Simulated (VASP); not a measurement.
Runs of VASP 6.6.1 on ZrB. The structure is that of space group Fm-3m (No. 225), or close to it. The cells are those of the table. 

| level | potentials or basis | spin | U | cell | smearing | gap on the mesh (eV) | pressure (GPa) | moment (μB) |
| --- | --- | --- | --- | --- | --- | --- | --- | --- |
| LDA | VASP PAW LDA potentials, release 64 (Zr_sv, B) | off | - | a = 3.353 Å, angles 60.0°, 2 atoms | fermi-dirac 0.05 eV | none | (b) | - |
| r2SCAN | VASP PAW PBE potentials, release 64 (Zr_sv, B) | off | - | a = 3.331 Å, angles 60.0°, 2 atoms | fermi-dirac 0.05 eV | none | 25.9 | - |
| BLYP+D4 | VASP PAW PBE potentials, release 64 (Zr_sv, B) | off | - | a = 3.461 Å, angles 60.0°, 2 atoms | fermi-dirac 0.05 eV | none | 0.3 | - |
| LDA+U | VASP PAW LDA potentials, release 64 (Zr_sv, B) | off | Zr d U = 6.0 eV | a = 3.482 Å, angles 60.0°, 2 atoms | fermi-dirac 0.05 eV | none | 3.7 | - |
| RPBE | VASP PAW PBE potentials, release 64 (Zr_sv, B) | non-collinear, zero start, SOC | - | a = 3.288 Å, angles 60.0°, 2 atoms | methfessel-paxton 0.1 eV | - | (a) | 0.00 |
| PBEsol+D4 | VASP PAW PBE potentials, release 64 (Zr_sv, B) | off | - | a = 3.424 Å, angles 60.0°, 2 atoms | fermi-dirac 0.05 eV | none | 0.2 | - |
| PBE | VASP PAW PBE potentials, release 64 (Zr_sv, B) | non-collinear, zero start, SOC | - | a = 3.288 Å, angles 60.0°, 2 atoms | gaussian 0.05 eV | - | (c) | 0.00 |
| r2SCAN | VASP PAW PBE potentials, release 64 (Zr_sv, B) | off | - | a = 3.221 Å, angles 60.0°, 2 atoms | fermi-dirac 0.05 eV | none | 56.5 | - |

Alike in all rows: task single point; k mesh 10 × 10 × 10; cutoff (eV) 520.

Q: Fill in the values left out.

A: (a) 37.8; (b) 11.3; (c) 34.6.

Caveats: the PAW data sets were made with another functional, which shifts forces and pressure a little (some runs); pairwise dispersion overbinds metals, which lowers pressure and volume (some runs); U without spin polarisation on a metal has little footing (some runs); the U is typed as a test and isn't derived for this compound (some runs).

A k mesh can miss the band edges, and rows without SOC leave out spin-orbit coupling on Zr.

A gap of «none» marks levels without a gap at the run's occupations.
